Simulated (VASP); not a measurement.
Set up this calculation in VASP 6.6.1, as the native input.

* Task: single point
* Functional: r2SCAN
* Potentials or basis: VASP PAW PBE potentials, release 64 (Na_pv, Cl)
* Cutoff: 520 eV
* k mesh: 7 × 7 × 3
* Occupations: fermi-dirac, width 0.1 eV
* Spin: no spin polarisation
* Dipole correction: no
* Further INCAR settings: ALGO = Normal; EDIFF = 1e-06; NBANDS = 22

Na3Cl:

```xyz
4
Lattice="3.4864 0.0000 0.0000 0.0000 3.4864 0.0000 0.0000 0.0000 9.4870" Properties=species:S:1:pos:R:3 pbc="T T T"
Na    0.0000    0.0000    4.7435
Na    1.7432    1.7432    7.8331
Na    1.7432    1.7432    1.6539
Cl    0.0000    0.0000    0.0000
```

One way to write it, as run:

POSCAR

```
Na3Cl
1.0
    3.4864163500      0.0000000000      0.0000000000
    0.0000000000      3.4864163500      0.0000000000
    0.0000000000      0.0000000000      9.4869652300
Na Cl
3 1
Direct
    0.0000000000      0.0000000000      0.5000000000
    0.5000000000      0.5000000000      0.8256670200
    0.5000000000      0.5000000000      0.1743329800
    0.0000000000      0.0000000000      0.0000000000
```

INCAR.step1

```
SYSTEM = Na3Cl
ALGO = Normal ; EDIFF = 1E-4
ENCUT = 520 ; GGA = PE
ISMEAR = -1 ; LASPH = .TRUE.
LCHARG = .FALSE. ; LREAL = .FALSE.
LWAVE = .TRUE. ; NBANDS = 22
NELM = 100 ; PREC = Accurate
SIGMA = 0.1
```

INCAR.step2

```
SYSTEM = Na3Cl
ALGO = Normal ; EDIFF = 1E-6
ENCUT = 520 ; ISIF = 2
ISMEAR = -1 ; ISTART = 1
LASPH = .TRUE. ; LCHARG = .FALSE.
LMIXTAU = .TRUE. ; LREAL = .FALSE.
LWAVE = .FALSE. ; METAGGA = R2SCAN
NBANDS = 22 ; NELM = 100
PREC = Accurate ; SIGMA = 0.1
```

KPOINTS

```
k-points
0
G
  7 7 3
  0 0 0
```

Potentials or basis: VASP PAW PBE potentials, release 64 (Na_pv, Cl).

Command:

```bash
$ cat potpaw_PBE.64/Na_pv/POTCAR potpaw_PBE.64/Cl/POTCAR > POTCAR
$ cp INCAR.step1 INCAR
$ mpirun -np 1 vasp_std > vasp.out
$ cp INCAR.step2 INCAR
$ mpirun -np 1 vasp_std > vasp.out
```

It gave:

* Pressure: 0.2 GPa
* Largest force: 0.007 eV/Å
* Band gap on the k mesh: zero (band 14 reaches 3.66 eV, above the bottom of band 15 at 0.54 eV)

Caveat: the PAW data sets were made with another functional, which shifts forces and pressure a little.

It took 4.1 min on 1 thread of Intel(R) Xeon(R) Platinum 8259CL CPU @ 2.50GHz (Skylake/Cascade Lake), on a shared host, peak memory 0.24 GiB.
